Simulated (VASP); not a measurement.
# HfN (P6_3/mmc) in VASP: a series of runs

The runs below take HfN through single point, with LDA.

Everything below comes from runs of VASP 6.6.1. Logs are shortened: lines on timing, memory, paths and dates and some standing lists are left out, and cuts for length are marked.

**1. The cell of the first run**

The structure is hexagonal, space group P6_3/mmc (No. 194). Conventional cell: a = 3.210 Å, b = 3.210 Å, c = 5.549 Å, α = 90.00°, β = 90.00°, γ = 120.00°. Hf (site symmetry -6m2) has 6 N at 2.32 Å within 3.1 Å. N (site symmetry -3m) has 6 Hf at 2.32 Å and 2 N at 2.77 Å within 3.1 Å.

**2. Single point, LDA**

Contents of INCAR:

```
PREC     = Accurate       # precision mode
ENCUT    = 520            # plane-wave cutoff, eV
EDIFF    = 1E-6           # SCF threshold, eV
ISMEAR   = 1              # smearing method
SIGMA    = 0.1            # smearing width, eV
LREAL    = False          # projectors in reciprocal space
LASPH    = True           # aspherical terms in the spheres
NELM     = 60             # most SCF steps
ALGO     = Normal         # electronic algorithm
ISIF     = 2              # what is computed and relaxed
LWAVE    = False          # write WAVECAR
LCHARG   = True           # write CHGCAR
LELF     = True           # ELF
LVHAR    = True         
NBANDS   = 23             # bands
```

Contents of KPOINTS:

```
Automatic mesh
0
Gamma
  8 8 4
```

Contents of POSCAR:

```
HfN
1.0
    3.2103747717      0.0000000000      0.0000000000
   -1.6051873858      2.7802661095      0.0000000000
    0.0000000000      0.0000000000      5.5489358083
Hf N
2 2
Direct
    0.6666666667      0.3333333333      0.7500000000
    0.3333333333      0.6666666667      0.2500000000
    0.0000000000      0.0000000000      0.0000000000
    0.0000000000      0.0000000000      0.5000000000
```

Potentials or basis: VASP PAW LDA potentials, release 64 (Hf_pv, N).

The run is started by

```sh
$ cat potpaw_LDA.64/Hf_pv/POTCAR potpaw_LDA.64/N/POTCAR > POTCAR
$ mpirun -np 1 vasp_std > vasp.out
```

OUTCAR:

```text
PREC = Accurate
   ENCUT = 520
   EDIFF = 1E-6
   ISMEAR = 1
   LREAL = False
   LASPH = True
   NELM = 60
   ISIF = 2

 ion  position               nearest neighbor table
   1  0.667  0.333  0.750-   3 2.32   4 2.32   3 2.32   4 2.32   3 2.32   4 2.32   2 3.34   2 3.34
                             2 3.34   2 3.34   2 3.34   2 3.34
   2  0.333  0.667  0.250-   3 2.32   4 2.32   3 2.32   4 2.32   3 2.32   4 2.32   1 3.34   1 3.34
                             1 3.34   1 3.34   1 3.34   1 3.34
   3  0.000  0.000  0.000-   1 2.32   2 2.32   1 2.32   2 2.32   1 2.32   2 2.32
   4  0.000  0.000  0.500-   1 2.32   2 2.32   1 2.32   2 2.32   1 2.32   2 2.32

  LATTYP: Found a hexagonal cell.
 ALAT       =     3.2103747717
 C/A-ratio  =     1.7284386412

  Lattice vectors:

 A1 = (   3.2103747717,   0.0000000000,   0.0000000000)
 A2 = (  -1.6051873858,   2.7802661095,   0.0000000000)
 A3 = (   0.0000000000,   0.0000000000,   5.5489358083)

Analysis of symmetry for initial positions (statically):
=====================================================================
 Subroutine PRICEL returns:
 Original cell was already a primitive cell.

 Routine SETGRP: Setting up the symmetry group for a
 hexagonal supercell.

 Subroutine GETGRP returns: Found 24 space group operations
 (whereof 12 operations were pure point group operations)
 out of a pool of 24 trial point group operations.

The static configuration has the point symmetry D_3d.
 The point group associated with its full space group is D_6h.

Analysis of symmetry for dynamics (positions and initial velocities):
=====================================================================
 Subroutine PRICEL returns:
 Original cell was already a primitive cell.

 Routine SETGRP: Setting up the symmetry group for a
 hexagonal supercell.

 Subroutine GETGRP returns: Found 24 space group operations
 (whereof 12 operations were pure point group operations)
 out of a pool of 24 trial point group operations.

The dynamic configuration has the point symmetry D_3d.
 The point group associated with its full space group is D_6h.

 Subroutine INISYM returns: Found 24 space group operations
 (whereof 12 operations are pure point group operations),
 and found     1 'primitive' translations

----------------------------------------------------------------------------------------

                                     Primitive cell

  volume of cell :      49.5281

  direct lattice vectors                    reciprocal lattice vectors
     3.210374772  0.000000000  0.000000000     0.311490113  0.179838900  0.000000000
    -1.605187386  2.780266109  0.000000000     0.000000000  0.359677801  0.000000000
     0.000000000  0.000000000  5.548935808     0.000000000  0.000000000  0.180214736

  length of vectors
     3.210374772  3.210374773  5.548935808     0.359677801  0.359677801  0.180214736

  position of ions in fractional coordinates (direct lattice)
     0.666666667  0.333333333  0.750000000
     0.333333333  0.666666667  0.250000000
     0.000000000  0.000000000  0.000000000
     0.000000000  0.000000000  0.500000000

  ion indices of the primitive-cell ions
   primitive index   ion index
                 1           1
                 2           2
                 3           3
                 4           4

----------------------------------------------------------------------------------------

 KPOINTS: Automatic mesh

Automatic generation of k-mesh.
 Grid dimensions read from file:
 generate k-points for:    8    8    4

 Generating k-lattice:

  Cartesian coordinates                     Fractional coordinates (reciprocal lattice)
     0.038936264  0.022479863  0.000000000     0.125000000  0.000000000  0.000000000
     0.000000000  0.044959725  0.000000000     0.000000000  0.125000000  0.000000000
     0.000000000  0.000000000  0.045053684     0.000000000  0.000000000  0.250000000

  Length of vectors
     0.044959725  0.044959725  0.045053684

  Shift w.r.t. Gamma in fractional coordinates (k-lattice)
     0.000000000  0.000000000  0.000000000

 Subroutine IBZKPT returns following result:
 ===========================================

 Found     30 irreducible k-points:

 Following reciprocal coordinates:
            Coordinates               Weight
  0.000000  0.000000  0.000000      1.000000
  0.125000  0.000000  0.000000      6.000000
  0.250000  0.000000  0.000000      6.000000
  0.375000  0.000000  0.000000      6.000000
  0.500000  0.000000  0.000000      3.000000
  0.125000  0.125000  0.000000      6.000000
[... 16 lines left out ...]
  0.250000  0.000000  0.500000      6.000000
  0.375000  0.000000  0.500000      6.000000
 [... further k-points ...]
   k-points           NKPTS =     30   k-points in BZ     NKDIM =     30   number of bands    NBANDS=     23
   number of dos      NEDOS =    301   number of ions     NIONS =      4
   total plane-waves  NPLWV =  24192
   dimension x,y,z NGX =    24 NGY =   24 NGZ =   42
   dimension x,y,z NGXF=    48 NGYF=   48 NGZF=   84
   ions per type =               2   2
   NGX,Y,Z   is equivalent  to a cutoff of  12.43, 12.43, 12.58 a.u.
   NGXF,Y,Z  is equivalent  to a cutoff of  24.86, 24.86, 25.17 a.u.
 SYSTEM =  unknown system
   PREC   = accura    normal or accurate (medium, high low for compatibility)
   ISTART =      0    job   : 0-new  1-cont  2-samecut
   ICHARG =      2    charge: 1-file 2-atom 10-const
   ISPIN  =      1    spin polarized calculation?
   LNONCOLLINEAR =      F non collinear calculations
   LSORBIT =      F    spin-orbit coupling
   LASPH  =      T    aspherical Exc in radial PAW
   ENCUT  =  520.0 eV  38.22 Ry    6.18 a.u.   5.97  5.97 10.32*2*pi/ulx,y,z
   NELM   =     60;   NELMIN=  2; NELMDL= -5     # of ELM steps
   EDIFF  = 0.1E-05   stopping-criterion for ELM
   LREAL  =      F    real-space projection
   EDIFFG = 0.1E-04   stopping-criterion for IOM
   NSW    =      0    number of steps for IOM
   IBRION =     -1    ionic relax: 0-MD 1-quasi-New 2-CG
   NFREE  =      0    steps in history (QN), initial steepest desc. (CG)
   ISIF   =      2    stress and relaxation
   ISYM   =      2    0-nonsym 1-usesym 2-fastsym
   POTIM  = 0.5000    time-step for ionic-motion
   TEBEG  =    0.0;   TEEND  =   0.0 temperature during run
   PSTRESS=    0.0 pullay stress
   NELECT =      30.0000    total number of electrons
   NUPDOWN=      -1.0000    fix difference up-down
   EMIN   =  10.00;   EMAX   =-10.00  energy-range for DOS
   EFERMI =   0.00;   METHOD = LEGACY
   ISMEAR =     1;   SIGMA  =   0.10  broadening in eV -4-tet -1-fermi 0-gaus
   EFERMI_NEDOS =   21; number of points for ismear=-14 and -15
   IALGO  =     38    algorithm
   IMIX   =      4    mixing-type and parameters
     AMIX     =   0.40;   BMIX     =  1.00
     AMIX_MAG =   1.60;   BMIX_MAG =  1.00
  volume/ion in A,a.u.               =      12.38        83.56
  Fermi-wavevector in a.u.,A,eV,Ry     =   1.385154  2.617561 26.104830  1.918651
  Thomas-Fermi vector in A             =   2.509591
   LORBIT       =      0    0 simple, 1 ext, 2 COOP (PROOUT), +10 PAW based schemes
   GGA     = CA    functional components
   LHFCALC =     F    Hartree Fock is set to
   AEXX    =    0.0000 exact exchange contribution
   IVDW    =     0    specifies the selected vdW correction
   LEPSILON=     F    determine dielectric tensor
   LRPA    =     F    only Hartree local field effects (RPA)
 non-spin polarized calculation
 Methfessel and Paxton  Order N= 1 SIGMA  =   0.10
  energy-cutoff  :      520.00
  volume of cell :       49.53
 maximum number of plane-waves:      1351
 NGX is ok and might be reduce to    24
   NGX = 11   NGY = 11   NGZ = 21

 number of electron      30.0000004 magnetization

 Free energy of the ion-electron system (eV)
  ---------------------------------------------------
  ext. energy  EPLUGINS =         0.00000000
  ---------------------------------------------------
  free energy    TOTEN  =       -47.12892453 eV

  energy without entropy =      -47.12421385  energy(sigma->0) =      -47.12735431

 E-fermi :   6.9585     XC(G=0): -12.6238

 val. band max:        6.9579241343   @ k =   0.1250   0.0000   0.0000
 cond. band min:       6.9913290851   @ k =   0.2500   0.2500   0.5000
 fundamental gap:      0.0334049508
 Fermi energy:         6.9585211635

 k-point     1 :       0.0000    0.0000    0.0000
  band No.  band energies     occupation
      1     -24.4818      2.00000
      2     -23.8184      2.00000
      3     -23.7212      2.00000
      4     -23.7212      2.00000
      5     -23.6713      2.00000
      6     -23.6713      2.00000
[... 15 lines left out ...]
     22      12.2108      0.00000
     23      12.2108      0.00000

 k-point     2 :       0.1250    0.0000    0.0000
  band No.  band energies     occupation
      1     -24.4397      2.00000
      2     -23.8229      2.00000
      3     -23.8229      2.00000
      4     -23.7679      2.00000
      5     -23.7521      2.00000
      6     -23.6828      2.00000
[... 15 lines left out ...]
     22      11.7045      0.00000
     23      12.1680      0.00000

 k-point     3 :       0.2500    0.0000    0.0000
  band No.  band energies     occupation
      1     -24.3290      2.00000
      2     -24.0713      2.00000
      3     -23.9819      2.00000
      4     -23.8417      2.00000
      5     -23.8190      2.00000
      6     -23.7173      2.00000
[... 15 lines left out ...]
     22      11.6309      0.00000
     23      11.9435      0.00000
[... 495 lines left out ...]
 k-point    23 :       0.2500    0.0000    0.5000
  band No.  band energies     occupation
      1     -24.1878      2.00000
      2     -24.1878      2.00000
      3     -23.9272      2.00000
      4     -23.9272      2.00000
      5     -23.7684      2.00000
      6     -23.7684      2.00000
[... 15 lines left out ...]
     22      11.7226      0.00000
     23      12.8744      0.00000

 k-point    24 :       0.3750    0.0000    0.5000
  band No.  band energies     occupation
      1     -24.3276      2.00000
      2     -24.3276      2.00000
      3     -23.9567      2.00000
      4     -23.9567      2.00000
      5     -23.8187      2.00000
      6     -23.8187      2.00000
[... 15 lines left out ...]
     22      12.0025      0.00000
     23      13.6338      0.00000

 [... further k-points ...]
[... 5 lines left out ...]
  --------------------------------------------------------------------------------------
  -------------------------------------------------------------------------------------
  Total       -7.9207443     -7.9207443     -8.0100910     -0.0000000      0.0000000      0.0000000
  in kB     -256.2269297   -256.2269300   -259.1171926     -0.0000000      0.0000000      0.0000000
  external PRESSURE =    -257.1903508 kB  Pullay stress =       0.0000000 kB

 VOLUME and BASIS-vectors are now :
 -----------------------------------------------------------------------------
  energy-cutoff  :      520.00
  volume of cell :       49.53
      direct lattice vectors                 reciprocal lattice vectors
     3.210374772  0.000000000  0.000000000     0.311490113  0.179838900  0.000000000
    -1.605187386  2.780266109  0.000000000     0.000000000  0.359677801  0.000000000
     0.000000000  0.000000000  5.548935808     0.000000000  0.000000000  0.180214736

 POSITION                                       TOTAL-FORCE (eV/Angst)
 -----------------------------------------------------------------------------------
      1.60519      0.92676      4.16170         0.000000     -0.000000      0.000000
     -0.00000      1.85351      1.38723        -0.000000      0.000000      0.000000
      0.00000      0.00000      0.00000         0.000000      0.000000      0.000000
      0.00000      0.00000      2.77447         0.000000      0.000000      0.000000
 -----------------------------------------------------------------------------------
    total drift:                               -0.000000      0.000000     -0.000000

  FREE ENERGIE OF THE ION-ELECTRON SYSTEM (eV)
  ---------------------------------------------------
  free  energy   TOTEN  =       -47.1289245329 eV

  energy  without entropy=      -47.1242138500  energy(sigma->0) =      -47.12735431
```

Wall time 44 s (1 thread of AMD EPYC 7R13, shared host); peak memory 0.13 GiB.

Results:

* Free energy: -47.1289 eV
* Pressure: -25.7 GPa
* Band gap on the k mesh: zero (band 15 reaches 8.77 eV, above the bottom of band 16 at 6.70 eV)

Levels at points of the mesh, in eV from the Fermi level:
| k point | band 12 | band 13 | band 14 | band 15 | band 16 | band 17 | band 18 | band 19 |
| --- | --- | --- | --- | --- | --- | --- | --- | --- |
| (0.00, 0.00, 0.00) | -3.21 | -3.21 | -1.50 | -0.42 | 0.81 | 0.81 | 0.91 | 1.82 |
| (0.50, 0.00, 0.00) | -4.96 | -2.98 | -2.44 | -2.17 | 2.37 | 2.65 | 4.17 | 4.34 |
| (0.00, 0.00, 0.50) | -3.95 | -3.95 | -3.95 | 1.81 | 1.81 | 2.78 | 2.78 | 2.78 |
| (0.50, 0.00, 0.50) | -4.97 | -4.07 | -4.07 | -0.12 | -0.12 | 4.44 | 4.44 | 4.48 |

Caveat: spin-orbit coupling is left out, which moves the levels of the heavy elements.

**3. Single point, LDA**

This run uses another cell than the first one, of 12.67 Å³/atom, 1.023 times its volume.

Contents of INCAR:

```
PREC = Accurate ; ENCUT = 520
EDIFF = 1E-6 ; ISMEAR = 1
SIGMA = 0.1 ; LREAL = False
LASPH = True ; NELM = 80
ALGO = Normal ; ISIF = 2
LWAVE = False ; LCHARG = False
GGA = CA ; NBANDS = 23
```

KPOINTS is that of step 2.

Contents of POSCAR:

```
HfN
1.0
    3.2350709327      0.0000000000      0.0000000000
   -1.6175354664      2.8016536124      0.0000000000
    0.0000000000      0.0000000000      5.5916216074
Hf N
2 2
Direct
    0.6666666667      0.3333333333      0.7500000000
    0.3333333333      0.6666666667      0.2500000000
    0.0000000000      0.0000000000      0.0000000000
    0.0000000000      0.0000000000      0.5000000000
```

Potentials or basis: VASP PAW LDA potentials, release 64 (Hf_pv, N).

The run is started by

```sh
$ cat potpaw_LDA.64/Hf_pv/POTCAR potpaw_LDA.64/N/POTCAR > POTCAR
$ mpirun -np 1 vasp_std > vasp.out
```

Wall time 44 s (1 thread of AMD EPYC 7R13, shared host); peak memory 0.13 GiB.

The run converged. Its results:

```yaml
Free_energy: -46.9299 eV
Pressure: -29.7 GPa
Band_gap_on_the_k_mesh: zero (band 15 reaches 8.51 eV, above the bottom of band 16 at 6.50 eV)
```

Stress tensor (GPa, compression positive):
```
-29.65   0.00   0.00
  0.00 -29.65   0.00
  0.00   0.00 -29.92
```

Levels at points of the mesh, in eV from the Fermi level:
```tsv
k point	band 12	band 13	band 14	band 15	band 16	band 17	band 18	band 19
(0.00, 0.00, 0.00)	-3.15	-3.15	-1.49	-0.41	0.78	0.80	0.80	1.78
(0.50, 0.00, 0.00)	-4.86	-2.96	-2.38	-2.15	2.30	2.55	4.05	4.21
(0.00, 0.00, 0.50)	-3.87	-3.87	-3.87	1.75	1.75	2.70	2.70	2.70
(0.50, 0.00, 0.50)	-4.87	-4.00	-4.00	-0.13	-0.13	4.30	4.30	4.35
```

Caveat: spin-orbit coupling is left out, which moves the levels of the heavy elements.
